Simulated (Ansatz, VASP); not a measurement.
## One calculation of H17O8F, two programs

```
O H F
1.0
     6.49507    0.00000    0.00000
     0.00000    6.49507    0.00000
     0.00000    0.00000    6.49507
O H F
8 17 1
Direct
  0.51233 0.09869 0.88067
  0.46126 0.65982 0.19186
  0.67515 0.47512 0.88105
  0.68072 0.81603 0.60957
  0.02618 0.32134 0.55540
  0.08304 0.85782 0.29730
  0.19216 0.66657 0.69742
  0.65256 0.32537 0.38545
  0.36297 0.08783 0.85643
  0.57742 0.99945 0.78434
  0.54020 0.78738 0.20809
  0.51322 0.60251 0.05911
  0.80289 0.45247 0.95543
  0.61177 0.33309 0.87208
  0.81558 0.82840 0.54469
  0.68535 0.68603 0.68867
  0.87996 0.33139 0.50557
  0.06825 0.45878 0.61394
  0.07555 0.99115 0.22827
  0.19618 0.78485 0.22617
  0.13302 0.79498 0.75450
  0.25508 0.71839 0.57084
  0.58324 0.45235 0.33602
  0.54654 0.24925 0.45827
  0.05697 0.18567 0.68767
  0.09611 0.06902 0.80762
```

Alike in both runs: functional PBE; dispersion D3(BJ); k mesh 1 × 1 × 1; occupations fermi-dirac, width 0.05 eV; no spin polarisation.

Ansatz relaxed the structure, and its values are those at the end. VASP's run is a single point on that final structure, the one shown.

```csv
,VASP,Ansatz
version,VASP 6.6.1,Ansatz 0.2.0
potentials or method,"VASP PAW PBE potentials, release 64 (O_h, H_h, F_h), cutoff 1010 eV","scalar-relativistic, plane waves, PAW"
valence electrons in the cell,72,72
```

```tsv
	VASP	Ansatz	Ansatz less VASP
rms of the force components (eV/Å)	0.089	0.088	-0.0004
```
